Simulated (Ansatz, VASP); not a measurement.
**One calculation of C, two programs**

File INCAR:

```
SYSTEM = C
ALGO = Normal
EDIFF = 1E-7
ENCUT = 520
GGA = PS
ISIF = 2
ISMEAR = -1
LASPH = .TRUE.
LCHARG = .FALSE.
LREAL = .FALSE.
LWAVE = .FALSE.
NBANDS = 13
NELM = 80
PREC = Accurate
SIGMA = 0.1
```

Contents of KPOINTS:

```
k-points
0
G
  7 7 27
  0 0 0
```

File POSCAR:

```
C
1.0
    5.7592694380      0.0000000000      0.0000000000
   -2.8796347190      4.9876736405      0.0000000000
    0.0000000000      0.0000000000      1.2475854295
C
3
Direct
    1.0000000000      0.0000000000      0.0000000000
    0.3333333333      0.6666666667      0.5000000000
    0.6666666667      0.3333333333      0.5000000000
```

Input for Ansatz:

```yaml
crystal:
  lattice:
    - [5.759269438, 0.0, 0.0]
    - [-2.879634719, 4.9876736405, 0.0]
    - [0.0, 0.0, 1.2475854295]
  atoms:
    - { symbol: C, position: [1.0, 0.0, 0.0] }
    - { symbol: C, position: [0.3333333333, 0.6666666667, 0.5] }
    - { symbol: C, position: [0.6666666667, 0.3333333333, 0.5] }
hamiltonian:
  xc: pbesol
  pseudopotentials:
    kind: paw
    azcp:
      C: "pseudopotentials/C.paw.azcp"
basis:
  ecutwfc: 420
  fft_grid_basis: typed
kpoints:
  mp_grid: { grid: [7, 7, 27], shift: [0, 0, 0] }
magnetization:
  spin_polarized: false
scf:
  occupations: { method: fermi_dirac, width: 0.1 }
  lower_state_search: "off"
output:
  stress: true
  write_density: true
  write_potential: true
  elf: true
  volumetric_format: npy
```

Alike in both runs: task single point; functional PBEsol; k mesh 7 × 7 × 27; occupations fermi-dirac, width 0.1 eV; no spin polarisation.

|  | VASP | Ansatz |
| --- | --- | --- |
| version | VASP 6.6.1 | Ansatz 0.2.0 |
| potentials or method | VASP PAW PBE potentials, release 64 (C), cutoff 520 eV | plane waves (420 eV) with PAW, scalar-relativistic |
| valence electrons in the cell | 12 | 12 |

|  | VASP | Ansatz | Ansatz less VASP |
| --- | --- | --- | --- |
| pressure (GPa) | 17.0 | 17.1 | +0.07 |
| traceless stress, the component that is largest in VASP (GPa) | 30.29 | 30.32 | +0.038 |

VASP's potentials were made for PBE, not for PBEsol, and Ansatz warns of the same on its side. With one functional, cell and mesh, what is left measures potentials, basis and numerics.
